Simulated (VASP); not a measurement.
# La (P6_3/mmc) in VASP: a series of runs

The runs below take La through relaxation of shape and atoms at fixed volume, with PBE.

Program: VASP 6.6.1. These are calculated values, not measurements. Logs are shortened: lines on timing, memory, paths and dates and some standing lists are left out, and cuts for length are marked.

## (1) The cell of the first run

Symmetry: P6_3/mmc, No. 194, hexagonal system. Conventional cell: a = 3.809 Å, b = 3.809 Å, c = 6.170 Å, α = 90.00°, β = 90.00°, γ = 120.00°. La (site symmetry -6m2) has 12 La at 3.79 to 3.81 Å within 5.0 Å.

## (2) Relaxation of shape and atoms at fixed volume, PBE (38.76 Å³/atom)

Input file INCAR:

```
PREC = Accurate ; ENCUT = 600
EDIFF = 1E-6 ; ISMEAR = 0
SIGMA = 0.1 ; LREAL = F
LASPH = T ; NELM = 100
ALGO = Fast ; ISIF = 4
LWAVE = F ; LCHARG = F
GGA = PE ; IBRION = 2
NSW = 50 ; EDIFFG = -0.01
```

Input file KPOINTS:

```
regular mesh
0
Gamma
  15 15 8
```

Input file POSCAR:

```
La
1.0
    3.8086337551      0.0000000000      0.0000000000
   -1.9043168776      3.2983735857      0.0000000000
    0.0000000000      0.0000000000      6.1703701447
La
2
Direct
    0.3333333333      0.6666666667      0.2500000000
    0.6666666667      0.3333333333      0.7500000000
```

Potentials or basis: VASP PAW PBE potentials, release 64 (La).

Started as:

```console
> cat potpaw_PBE.64/La/POTCAR > POTCAR
> mpirun -np 1 vasp_std > vasp.out
```

OUTCAR:

```text
PREC = Accurate
   ENCUT = 600
   EDIFF = 1E-6
   ISMEAR = 0
   LREAL = F
   LASPH = T
   NELM = 100
   ISIF = 4
   GGA = PE
   IBRION = 2
   NSW = 50
   EDIFFG = -0.01

 ion  position               nearest neighbor table
   1  0.333  0.667  0.250-
   2  0.667  0.333  0.750-

  LATTYP: Found a hexagonal cell.
 ALAT       =     3.8086337551
 C/A-ratio  =     1.6201006822

  Lattice vectors:

 A1 = (   3.8086337551,   0.0000000000,   0.0000000000)
 A2 = (  -1.9043168776,   3.2983735857,   0.0000000000)
 A3 = (   0.0000000000,   0.0000000000,   6.1703701447)

Analysis of symmetry for initial positions (statically):
=====================================================================
 Subroutine PRICEL returns:
 Original cell was already a primitive cell.

 Routine SETGRP: Setting up the symmetry group for a
 hexagonal supercell.

 Subroutine GETGRP returns: Found 24 space group operations
 (whereof 12 operations were pure point group operations)
 out of a pool of 24 trial point group operations.

The static configuration has the point symmetry D_3d.
 The point group associated with its full space group is D_6h.

Analysis of symmetry for dynamics (positions and initial velocities):
=====================================================================
 Subroutine PRICEL returns:
 Original cell was already a primitive cell.

 Routine SETGRP: Setting up the symmetry group for a
 hexagonal supercell.

 Subroutine GETGRP returns: Found 24 space group operations
 (whereof 12 operations were pure point group operations)
 out of a pool of 24 trial point group operations.

The dynamic configuration has the point symmetry D_3d.
 The point group associated with its full space group is D_6h.

 Subroutine INISYM returns: Found 24 space group operations
 (whereof 12 operations are pure point group operations),
 and found     1 'primitive' translations

----------------------------------------------------------------------------------------

                                     Primitive cell

  volume of cell :      77.5140

  direct lattice vectors                    reciprocal lattice vectors
     3.808633755  0.000000000  0.000000000     0.262561345  0.151589863  0.000000000
    -1.904316878  3.298373586  0.000000000     0.000000000  0.303179726  0.000000000
     0.000000000  0.000000000  6.170370145     0.000000000  0.000000000  0.162064832

  length of vectors
     3.808633755  3.808633755  6.170370145     0.303179726  0.303179726  0.162064832
[... 104 lines left out ...]
  Thomas-Fermi vector in A             =   2.211728
   LORBIT       =      0    0 simple, 1 ext, 2 COOP (PROOUT), +10 PAW based schemes
   GGA     = PE    functional components
   LHFCALC =     F    Hartree Fock is set to
   AEXX    =    0.0000 exact exchange contribution
   IVDW    =     0    specifies the selected vdW correction
   LEPSILON=     F    determine dielectric tensor
   LRPA    =     F    only Hartree local field effects (RPA)
 conjugate gradient relaxation of ions
 non-spin polarized calculation
 RMM-DIIS sequential band-by-band and
 Gauss-broadening in eV      SIGMA  =   0.10
  energy-cutoff  :      600.00
  volume of cell :       77.51
 maximum number of plane-waves:      2615
   NGX = 15   NGY = 15   NGZ = 25

--------------------------------------- Ionic step        1  -------------------------------------------

 number of electron      22.0000003 magnetization

 Free energy of the ion-electron system (eV)
  ---------------------------------------------------
  ext. energy  EPLUGINS =         0.00000000
  ---------------------------------------------------
  free energy    TOTEN  =        -9.71902895 eV

  energy without entropy =       -9.69782880  energy(sigma->0) =       -9.70842888

------------------------ aborting loop because EDIFF is reached ----------------------------------------

  FORCE on cell =-STRESS in cart. coord.  units (eV):
  Direction    XX          YY          ZZ          XY          YZ          ZX
  --------------------------------------------------------------------------------------
  -------------------------------------------------------------------------------------
  Total       -0.2806344     -0.2806344     -0.3527603      0.0000000      0.0000000     -0.0000000
  in kB       -5.8005766     -5.8005766     -7.2913842      0.0000000      0.0000000     -0.0000000
  external PRESSURE =      -6.2975124 kB  Pullay stress =       0.0000000 kB
[... 95 lines left out ...]
--------------------------------------- Ionic step        4  -------------------------------------------

 number of electron      22.0000003 magnetization

 Free energy of the ion-electron system (eV)
  ---------------------------------------------------
  ext. energy  EPLUGINS =         0.00000000
  ---------------------------------------------------
  free energy    TOTEN  =        -9.71915564 eV

  energy without entropy =       -9.69794808  energy(sigma->0) =       -9.70855186

 E-fermi :   7.4432     XC(G=0):  -9.3901

 val. band max:        7.4362120587   @ k =   0.1333   0.1333   0.1250
 cond. band min:       7.4443698636   @ k =   0.4000   0.0667   0.3750
 fundamental gap:      0.0081578050
 Fermi energy:         7.4432112033

 k-point     1 :       0.0000    0.0000    0.0000
  band No.  band energies     occupation
      1     -25.4692      2.00000
      2     -25.2968      2.00000
      3      -9.7623      2.00000
      4      -8.7192      2.00000
      5      -8.7192      2.00000
      6      -8.5530      2.00000
      7      -8.5530      2.00000
      8      -8.5157      2.00000
      9       4.2615      2.00000
     10       5.7564      2.00000
     11       8.5455      0.00000
     12       8.7501      0.00000
     13       8.7503      0.00000
     14       8.9428      0.00000
[... 401 lines left out ...]
      2     -25.2530      2.00000
      3      -9.5484      2.00000
      4      -9.3481      2.00000
      5      -9.1709      2.00000
      6      -9.1395      2.00000
      7      -8.9130      2.00000
      8      -8.8893      2.00000
      9       6.3338      2.00000
     10       6.7643      2.00000
     11       6.9722      2.00000
     12       8.1172      0.00000
     13       8.2061      0.00000
     14       8.5233      0.00000
     15       9.0647      0.00000

 [... further k-points ...]

------------------------ aborting loop because EDIFF is reached ----------------------------------------

  FORCE on cell =-STRESS in cart. coord.  units (eV):
  Direction    XX          YY          ZZ          XY          YZ          ZX
  --------------------------------------------------------------------------------------
  -------------------------------------------------------------------------------------
  Total       -0.3122850     -0.3122850     -0.3283295      0.0000000      0.0000000      0.0000000
  in kB       -6.4547800     -6.4547800     -6.7864120      0.0000000      0.0000000      0.0000000
  external PRESSURE =      -6.5653240 kB  Pullay stress =       0.0000000 kB
[... 17 lines left out ...]
  FREE ENERGIE OF THE ION-ELECTRON SYSTEM (eV)
  ---------------------------------------------------
  free  energy   TOTEN  =        -9.7191556443 eV

  energy  without entropy=       -9.6979480785  energy(sigma->0) =       -9.70855186

 reached required accuracy - stopping structural energy minimisation
```

OSZICAR:

```text
N       E                     dE             d eps       ncg     rms          rms(c)
DAV:   1     0.262832587533E+03    0.26283E+03   -0.88412E+03  4058   0.221E+03
DAV:   2     0.333066873723E+02   -0.22953E+03   -0.22761E+03  6186   0.346E+02
DAV:   3    -0.521009587119E+01   -0.38517E+02   -0.38160E+02  6952   0.166E+02
[... 52 lines left out ...]
RMM:   3    -0.971914653595E+01    0.53565E-04   -0.39024E-04  5603   0.237E-01    0.886E-03
RMM:   4    -0.971915212294E+01   -0.55870E-05   -0.71462E-05  5628   0.631E-02    0.660E-03
RMM:   5    -0.971915401549E+01   -0.18926E-05   -0.24026E-05  3909   0.554E-02    0.185E-03
RMM:   6    -0.971915495380E+01   -0.93831E-06   -0.10398E-05  3599   0.336E-02    0.103E-03
RMM:   7    -0.971915564430E+01   -0.69050E-06   -0.72478E-06  3337   0.291E-02
   4 F= -.97191556E+01 E0= -.97085519E+01  d E =-.126696E-03
```

CONTCAR:

```text
La
   1.00000000000000
     3.8139878028708387    0.0000000000009461   -0.0000000000000000
    -1.9069939014846704    3.3030103270798756    0.0000000000000000
     0.0000000000000000    0.0000000000000000    6.1530584646159907
  La
     2
Direct
     0.3333333332999970    0.6666666667000030    0.2500000000000000
     0.6666666667000030    0.3333333332999970    0.7500000000000000

  0.00000000E+00  0.00000000E+00  0.00000000E+00
  0.00000000E+00  0.00000000E+00  0.00000000E+00
```

Run time: 20 min. Hardware: 1 thread of Intel Xeon 8259CL, shared host; peak memory 0.38 GiB.

What came out:

```yaml
Free_energy: -9.7192 eV
Energy_gained_by_relaxing: 0.1 meV/atom
Ionic_steps: 4
Pressure_after_relaxing: -0.7 GPa
Band_gap_on_the_k_mesh: zero (bands 11 and 12 overlap by 1.41 eV)
```

The path:
| step | energy change (eV) | largest force (eV/Å) | pressure (GPa) | volume (Å³) |
| --- | --- | --- | --- | --- |
| 1 | 0.0000 | 0.0000 | -0.63 | 77.51 |
| 2 | -0.0001 | 0.0000 | -0.66 | 77.51 |
| 3 | -0.0001 | 0.0000 | -0.66 | 77.51 |
| 4 | -0.0001 | 0.0000 | -0.66 | 77.51 |

Final structure:
```cif
data_structure
_symmetry_space_group_name_H-M 'P 1'
_symmetry_Int_Tables_number 1
_cell_length_a 3.8140
_cell_length_b 3.8140
_cell_length_c 6.1531
_cell_angle_alpha 90.000
_cell_angle_beta 90.000
_cell_angle_gamma 120.000
_cell_volume 77.51
loop_
_atom_site_label
_atom_site_type_symbol
_atom_site_fract_x
_atom_site_fract_y
_atom_site_fract_z
_atom_site_occupancy
La1 La 0.33333 0.66667 0.25000 1
La2 La 0.66667 0.33333 0.75000 1
```

Caveat: spin-orbit coupling is left out, which moves the levels of the heavy elements.

## (3) Relaxation of shape and atoms at fixed volume, PBE (39.89 Å³/atom)

This run uses another cell than the first one, of 39.89 Å³/atom.

Input file INCAR:

```
ALGO = Fast
EDIFF = 1E-6
EDIFFG = -0.01
ENCUT = 600
GGA = PE
IBRION = 2
ISIF = 4
ISMEAR = 0
LASPH = True
LCHARG = False
LREAL = False
LWAVE = False
NELM = 100
NSW = 50
PREC = Accurate
SIGMA = 0.1
```

Input file KPOINTS:

```
k-points
0
Gamma
  15 15 8
```

Input file POSCAR:

```
La
1.0
    3.8452574803      0.0000000000      0.0000000000
   -1.9226287402      3.3300906620      0.0000000000
    0.0000000000      0.0000000000      6.2297042667
La
2
Direct
    0.3333333333      0.6666666667      0.2500000000
    0.6666666667      0.3333333333      0.7500000000
```

Potentials or basis: VASP PAW PBE potentials, release 64 (La).

Started as:

```console
> cat potpaw_PBE.64/La/POTCAR > POTCAR
> mpirun -np 1 vasp_std > vasp.out
```

OUTCAR:

```text
EDIFF = 1E-6
   EDIFFG = -0.01
   ENCUT = 600
   GGA = PE
   IBRION = 2
   ISIF = 4
   ISMEAR = 0
   LASPH = True
   LREAL = False
   NELM = 100
   NSW = 50
   PREC = Accurate

 ion  position               nearest neighbor table
   1  0.333  0.667  0.250-
   2  0.667  0.333  0.750-

  LATTYP: Found a hexagonal cell.
 ALAT       =     3.8452574803
 C/A-ratio  =     1.6201006821

  Lattice vectors:

 A1 = (   3.8452574803,   0.0000000000,   0.0000000000)
 A2 = (  -1.9226287402,   3.3300906620,   0.0000000000)
 A3 = (   0.0000000000,   0.0000000000,   6.2297042667)

Analysis of symmetry for initial positions (statically):
=====================================================================
 Subroutine PRICEL returns:
 Original cell was already a primitive cell.

 Routine SETGRP: Setting up the symmetry group for a
 hexagonal supercell.

 Subroutine GETGRP returns: Found 24 space group operations
 (whereof 12 operations were pure point group operations)
 out of a pool of 24 trial point group operations.

The static configuration has the point symmetry D_3d.
 The point group associated with its full space group is D_6h.

Analysis of symmetry for dynamics (positions and initial velocities):
=====================================================================
 Subroutine PRICEL returns:
 Original cell was already a primitive cell.

[... 271 lines left out ...]
  ext. energy  EPLUGINS =         0.00000000
  ---------------------------------------------------
  free energy    TOTEN  =        -9.70545497 eV

  energy without entropy =       -9.68358154  energy(sigma->0) =       -9.69451825

 E-fermi :   7.1846     XC(G=0):  -9.2765

 val. band max:        7.1833853337   @ k =   0.4000   0.2000   0.5000
 cond. band min:       7.1877190121   @ k =   0.4000   0.0000   0.2500
 fundamental gap:      0.0043336784
 Fermi energy:         7.1846322861

 k-point     1 :       0.0000    0.0000    0.0000
  band No.  band energies     occupation
      1     -25.7774      2.00000
      2     -25.6216      2.00000
      3     -10.0195      2.00000
      4      -9.0647      2.00000
      5      -9.0647      2.00000
      6      -8.9083      2.00000
      7      -8.9083      2.00000
      8      -8.8660      2.00000
      9       3.9900      2.00000
     10       5.5264      2.00000
     11       8.2776      0.00000
     12       8.4614      0.00000
     13       8.4623      0.00000
     14       8.6391      0.00000
[... 401 lines left out ...]
      2     -25.5854      2.00000
      3      -9.8155      2.00000
      4      -9.6292      2.00000
      5      -9.4732      2.00000
      6      -9.4460      2.00000
      7      -9.2326      2.00000
      8      -9.2145      2.00000
      9       6.1289      2.00000
     10       6.5190      2.00000
     11       6.6795      2.00000
     12       7.7746      0.00000
     13       7.9359      0.00000
     14       8.2356      0.00000
     15       8.7610      0.00000

 [... further k-points ...]

------------------------ aborting loop because EDIFF is reached ----------------------------------------

  FORCE on cell =-STRESS in cart. coord.  units (eV):
  Direction    XX          YY          ZZ          XY          YZ          ZX
  --------------------------------------------------------------------------------------
  -------------------------------------------------------------------------------------
  Total       -0.6587293     -0.6587293     -0.6593386      0.0000000      0.0000000      0.0000000
  in kB      -13.2302679    -13.2302679    -13.2425059      0.0000000      0.0000000      0.0000000
  external PRESSURE =     -13.2343473 kB  Pullay stress =       0.0000000 kB
[... 17 lines left out ...]
  FREE ENERGIE OF THE ION-ELECTRON SYSTEM (eV)
  ---------------------------------------------------
  free  energy   TOTEN  =        -9.7054549693 eV

  energy  without entropy=       -9.6835815366  energy(sigma->0) =       -9.69451825

 reached required accuracy - stopping structural energy minimisation
```

It took 19 min on 1 thread of Intel Xeon 8259CL, shared host; peak memory 0.4 GiB.

Results:

```yaml
Free_energy: -9.7055 eV
Energy_gained_by_relaxing: 0.2 meV/atom
Ionic_steps: 4
Pressure_after_relaxing: -1.3 GPa
Band_gap_on_the_k_mesh: zero (bands 11 and 12 overlap by 1.41 eV)
```

The path:
| step | energy change (eV) | largest force (eV/Å) | pressure (GPa) | volume (Å³) |
| --- | --- | --- | --- | --- |
| 1 | 0.0000 | 0.0000 | -1.35 | 79.77 |
| 2 | -0.0002 | 0.0000 | -1.33 | 79.77 |
| 3 | -0.0003 | 0.0000 | -1.33 | 79.77 |
| 4 | -0.0004 | 0.0000 | -1.32 | 79.77 |

Final structure:
```xyz
2
Lattice="3.8560 0.0000 0.0000 -1.9280 3.3394 0.0000 0.0000 0.0000 6.1949" Properties=species:S:1:pos:R:3 pbc="T T T"
La    0.0000    2.2263    1.5487
La    1.9280    1.1131    4.6462
```

Caveat: spin-orbit coupling is left out, which moves the levels of the heavy elements.

## (4) Relaxation of shape and atoms at fixed volume, PBE (41.39 Å³/atom)

This run uses another cell than the first one, of 41.39 Å³/atom.

Input file INCAR:

```
ALGO = Fast
EDIFF = 1E-6
EDIFFG = -0.01
ENCUT = 600
GGA = PE
IBRION = 2
ISIF = 4
ISMEAR = 0
LASPH = T
LCHARG = F
LREAL = F
LWAVE = F
NELM = 100
NSW = 50
PREC = Accurate
SIGMA = 0.1
```

KPOINTS is that of step 3.

Input file POSCAR:

```
La
1.0
    3.9055538424      0.0000000000      0.0000000000
   -1.9527769212      3.3823088434      0.0000000000
    0.0000000000      0.0000000000      6.2667135400
La
2
Direct
    0.3333333333      0.6666666667      0.2500000000
    0.6666666667      0.3333333333      0.7500000000
```

Started as:

```console
> cat potpaw_PBE.64/La/POTCAR > POTCAR
> mpirun -np 1 vasp_std > vasp.out
```

Run time: 13 min. Hardware: 1 thread of Intel Xeon 8259CL, shared host; peak memory 0.41 GiB.

Results (log left out):

```yaml
Free_energy: -9.6733 eV
Energy_gained_by_relaxing: 0.0 meV/atom
Ionic_steps: 2
Pressure_after_relaxing: -2.1 GPa
Band_gap_on_the_k_mesh: zero (bands 11 and 12 overlap by 1.37 eV)
```

Final structure:
```cif
data_structure
_symmetry_space_group_name_H-M 'P 1'
_symmetry_Int_Tables_number 1
_cell_length_a 3.9068
_cell_length_b 3.9068
_cell_length_c 6.2627
_cell_angle_alpha 90.000
_cell_angle_beta 90.000
_cell_angle_gamma 120.000
_cell_volume 82.78
loop_
_atom_site_label
_atom_site_type_symbol
_atom_site_fract_x
_atom_site_fract_y
_atom_site_fract_z
_atom_site_occupancy
La1 La 0.33333 0.66667 0.25000 1
La2 La 0.66667 0.33333 0.75000 1
```

Levels at points of the mesh, in eV from the Fermi level:
```tsv
k point	band 7	band 8	band 9	band 10	band 11	band 12	band 13	band 14	band 15
(0.00, 0.00, 0.00)	-16.21	-16.17	-3.20	-1.62	1.07	1.25	1.30	1.40	1.47
(0.00, 0.00, 0.50)	-16.28	-16.28	-1.95	-1.95	0.55	0.55	1.29	1.32	1.38
```

Caveat: spin-orbit coupling is left out, which moves the levels of the heavy elements.

## (5) The runs side by side

| cell | gap on the mesh (eV) | pressure (GPa) |
| --- | --- | --- |
| relaxed from a = 3.809, b = 3.809, c = 6.170 Å, angles 90.0, 90.0, 120.0°, 2 atoms | none | -0.7 |
| relaxed from a = 3.845, b = 3.845, c = 6.230 Å, angles 90.0, 90.0, 120.0°, 2 atoms | none | -1.3 |
| relaxed from a = 3.906, b = 3.906, c = 6.267 Å, angles 90.0, 90.0, 120.0°, 2 atoms | none | -2.1 |

Alike in all rows: task relaxation of shape and atoms at fixed volume; level PBE; potentials or basis VASP PAW PBE potentials, release 64 (La); no spin polarisation; k mesh 15 × 15 × 8; cutoff (eV) 600; smearing gaussian 0.1 eV.

Caveats: spin-orbit coupling is left out, which moves the levels of the heavy elements.

Absolute energies hang on the potentials; compare differences alone.
